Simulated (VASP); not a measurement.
Set up this calculation in VASP 6.6.1, as the native input.

| Quantity | Value |
| --- | --- |
| Task | single point |
| Functional | LDA |
| Potentials or basis | VASP PAW LDA potentials, release 64 (Ti_sv, Pd) |
| Cutoff | 520 eV |
| k mesh | 12 × 12 × 12 |
| Occupations | methfessel-paxton, width 0.1 eV |
| Spin | no spin polarisation |
| Dipole correction | no |
| Further INCAR settings | ALGO = Normal; EDIFF = 1e-06; NBANDS = 23 |

The structure of TiPd2 lies in POSCAR:

```
TiPd2
1.0
   -1.5462320000      1.7074560000      4.3255610000
    1.5462320000     -1.7074560000      4.3255610000
    1.5462320000      1.7074560000     -4.3255610000
Ti Pd
1 2
Direct
    0.0000000000      0.0000000000      0.0000000000
    0.6576560000      0.6576560000      0.0000000000
    0.3423440000      0.3423440000      0.0000000000
```

One way to write it, as run:

INCAR

```
PREC = Accurate
ENCUT = 520
EDIFF = 1E-6
ISMEAR = 1
SIGMA = 0.1
LREAL = False
LASPH = True
NELM = 60
ALGO = Normal
ISIF = 2
LWAVE = False
LCHARG = False
NBANDS = 23
```

KPOINTS

```
regular mesh
0
Gamma
  12 12 12
```

Potentials or basis: VASP PAW LDA potentials, release 64 (Ti_sv, Pd).

The run is started by

```bash
$ cat potpaw_LDA.64/Ti_sv/POTCAR potpaw_LDA.64/Pd/POTCAR > POTCAR
$ mpirun -np 1 vasp_std > vasp.out
```

It gave:

```json
{
  "Pressure": "-9.1 GPa",
  "Largest force": "0.058 eV/Å",
  "Band gap on the k mesh": "zero (bands 16 and 17 overlap by 1.11 eV)"
}
```

Caveat: the cell stands under tension.

It took 2.3 min on 1 thread of Intel(R) Xeon(R) 6975P-C (Granite Rapids) (shared host), peak memory 0.39 GiB.
